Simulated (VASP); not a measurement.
Set up this calculation in VASP 6.6.1, as the native input.

| Item | Value |
| --- | --- |
| Task | single point |
| Functional | PBEsol |
| Dispersion | D3(BJ) |
| Potentials or basis | VASP PAW PBE potentials, release 64 (Na_pv, Ga_d) |
| Cutoff | 400 eV |
| k mesh | 3 × 3 × 1 |
| Occupations | methfessel-paxton, width 0.15 eV |
| Spin | no spin polarisation |
| Dipole correction | yes |
| Further INCAR settings | ALGO = Normal; EDIFF = 1e-06; NBANDS = 44; NELMDL = -8 |

The structure of Na3Ga lies in POSCAR:

```
Na3Ga
1.0
    5.4102451027      0.0000000000      0.0000000000
    0.0000000000      5.4102451027      0.0000000000
    0.0000000000      0.0000000000     35.2768630000
Na Ga
6 2
Direct
    1.0000000000      0.5000000000      0.2514988986
    0.5000000000      0.0000000000      0.2514988986
    0.5000000000      0.5000000000      0.1903249782
    0.5000000000      0.0000000000      0.3613357225
    0.0000000000      0.5000000000      0.3613357225
    0.0000000000      0.0000000000      0.3035434042
    0.0000000000      0.0000000000      0.2088664118
    0.5000000000      0.5000000000      0.3097123745
```

The input as run:

INCAR

```
ALGO = Normal
DIPOL = 0.5 0.5 0.280
EDIFF = 1E-6
ENCUT = 400
GGA = PS
GGA_COMPAT = F
IDIPOL = 3
ISIF = 2
ISMEAR = 1
IVDW = 12
LASPH = T
LCHARG = F
LDIPOL = T
LREAL = F
LWAVE = F
NBANDS = 44
NELM = 120
NELMDL = -8
PREC = Accurate
SIGMA = 0.15
```

KPOINTS

```
k-points
0
Gamma
  3 3 1
```

Potentials or basis: VASP PAW PBE potentials, release 64 (Na_pv, Ga_d).

The run is started by

```sh
$ cat potpaw_PBE.64/Na_pv/POTCAR potpaw_PBE.64/Ga_d/POTCAR > POTCAR
$ mpirun -np 1 vasp_std > vasp.out
```

It gave:

| Property | Result |
| --- | --- |
| Largest force | 0.017 eV/Å |
| Band gap on the k mesh | zero (bands 34 and 35 overlap by 0.52 eV) |
| Dispersion energy per atom | -0.126 eV |

Caveat: the k points lie up to 0.39 Å⁻¹ apart, too coarse for converged energies and pressures of a metal; the PAW data sets were made with another functional, which shifts forces and pressure a little.

Wall time 3.2 min on 1 thread of Intel(R) Xeon(R) Platinum 8259CL CPU @ 2.50GHz (Skylake/Cascade Lake) (shared host), peak memory 0.66 GiB.
